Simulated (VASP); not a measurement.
Set up this calculation in VASP 6.6.1, as the native input.

| Item | Value |
| --- | --- |
| Task | single point |
| Functional | LDA |
| Potentials or basis | VASP PAW LDA potentials, release 64 (K_sv) |
| Cutoff | 520 eV |
| k mesh | 2 × 2 × 2 |
| Occupations | gaussian, width 0.1 eV |
| Spin | collinear spin |
| Starting moments | [0.5, 0.0] μB |
| Dipole correction | no |
| Further INCAR settings | ALGO = Fast; EDIFF = 1e-07; NBANDS = 20 |

The structure of K lies in POSCAR:

```
K
1.0
   -2.2081090471      2.2081090471      8.0458679461
    2.2081090471     -2.2081090471      8.0458679461
    2.2081090471      2.2081090471     -8.0458679461
K
2
Direct
    0.2500000000      0.7500000000      0.5000000000
    0.5000000000      0.5000000000      0.0000000000
```

These files were run (other wordings do the same):

INCAR

```
  PREC = Accurate
  ENCUT = 520
  EDIFF = 1E-7
  ISMEAR = 0
  SIGMA = 0.1
  LREAL = F
  LASPH = T
  NELM = 150
  ALGO = Fast
  ISIF = 2
  LWAVE = F
  LCHARG = F
  ISPIN = 2
  MAGMOM = 0.5 0
  LORBIT = 11
  GGA = CA
  NBANDS = 20
```

KPOINTS

```
regular mesh
0
Gamma
  2 2 2
```

Potentials or basis: VASP PAW LDA potentials, release 64 (K_sv).

Command:

```bash
$ cat potpaw_LDA.64/K_sv/POTCAR > POTCAR
$ mpirun -np 1 vasp_std > vasp.out
```

Results of the run:

```
Pressure                                              : -0.2 GPa
Net moment                                            : 0.23 μB per cell
Valence electrons inside the program's atomic spheres : K 7.53
```

Caveat: the k points lie up to 1.01 Å⁻¹ apart.

Run time: 73 s on 1 thread of AMD EPYC 9R45 96-Core Processor (Zen 5) (shared host), peak memory 0.39 GiB.
